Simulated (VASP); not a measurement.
Wanted: the native input for a VASP 6.6.1 run.

```
Task                   : relaxation of cell and atoms
Functional             : LDA
Potentials or basis    : VASP PAW LDA potentials, release 64 (Hf_pv)
Cutoff                 : 600 eV
k mesh                 : 12 × 12 × 8
Occupations            : fermi-dirac, width 0.15 eV
Spin                   : no spin polarisation
Dipole correction      : no
Further INCAR settings : ALGO = Normal; EDIFF = 1e-06; IBRION = 2; EDIFFG = -0.001; NSW = 80; ISIF = 3
```

The structure of Hf lies in POSCAR:

```
Hf
1.0
    3.1181299137      0.0000000028      0.0000000000
   -1.5590649593      2.7003797161      0.0000000000
    0.0000000000      0.0000000000      4.9468960220
Hf
2
Direct
    0.3333333333      0.6666666667      0.2500000000
    0.6666666667      0.3333333333      0.7500000000
```

One way to write it, as run:

INCAR

```
SYSTEM = Hf
PREC = Accurate
ENCUT = 600
EDIFF = 1E-6
ISMEAR = -1
SIGMA = 0.15
LREAL = .False.
LASPH = .True.
NELM = 60
ALGO = Normal
ISIF = 3
LWAVE = .False.
LCHARG = .False.
IBRION = 2
NSW = 80
EDIFFG = -0.001
```

KPOINTS

```
Automatic mesh
0
Gamma
  12 12 8
  0 0 0
```

Potentials or basis: VASP PAW LDA potentials, release 64 (Hf_pv).

Run with:

```sh
$ cat potpaw_LDA.64/Hf_pv/POTCAR > POTCAR
$ mpirun -np 1 vasp_std > vasp.out
```

It gave:

* Relaxed volume: 20.87 Å³/atom
* Relaxed cell: a = 3.117 Å, b = 3.117 Å, c = 4.960 Å, α = 90.00°, β = 90.00°, γ = 120.00°
* Space group after relaxing (to 0.05 Å): P6_3/mmc (No. 194)
* Energy gained by relaxing: 0.1 meV/atom
* Ionic steps: 17
* Pressure after relaxing: 0.0 GPa
* Band gap on the k mesh: zero (band 10 reaches 6.43 eV, above the bottom of band 11 at 5.02 eV)

Caveat: spin-orbit coupling is left out, which moves the levels of the heavy elements.

Run time: 2 min on 1 thread of Intel(R) Xeon(R) 6975P-C (Granite Rapids) (shared host), peak memory 0.2 GiB.
